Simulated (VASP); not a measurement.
Wanted: the native input for a VASP 6.6.1 run.

* Task: single point
* Functional: LDA
* Potentials or basis: VASP PAW LDA potentials, release 64 (Au)
* Cutoff: 520 eV
* k mesh: 15 × 15 × 15
* Occupations: fermi-dirac, width 0.1 eV
* Spin: no spin polarisation
* Dipole correction: no
* Further INCAR settings: ALGO = Normal; EDIFF = 1e-06; NBANDS = 12

The structure of Au lies in POSCAR:

```
Au
1.0
    2.5680277088      0.0000000000      0.0000000000
    0.0000000000      2.5680277088      0.0000000000
    0.0000000000      0.0000000000      2.5680277088
Au
1
Direct
    0.0000000000      0.0000000000      0.0000000000
```

The input as run:

INCAR

```
SYSTEM = Au
PREC = Accurate
ENCUT = 520
EDIFF = 1E-6
ISMEAR = -1
SIGMA = 0.1
LREAL = .False.
LASPH = .True.
NELM = 80
ALGO = Normal
ISIF = 2
LWAVE = .False.
LCHARG = .True.
LELF = .True.
LVHAR = .True.
NBANDS = 12
```

KPOINTS

```
Automatic mesh
0
Gamma
  15 15 15
  0 0 0
```

Potentials or basis: VASP PAW LDA potentials, release 64 (Au).

Command:

```sh
$ cat potpaw_LDA.64/Au/POTCAR > POTCAR
$ mpirun -np 1 vasp_std > vasp.out
```

It gave:

```yaml
Pressure: 23.7 GPa
```

It took 9.5 s on 1 thread of Intel(R) Xeon(R) Platinum 8488C (Sapphire Rapids), with other jobs on the host, peak memory 0.13 GiB.
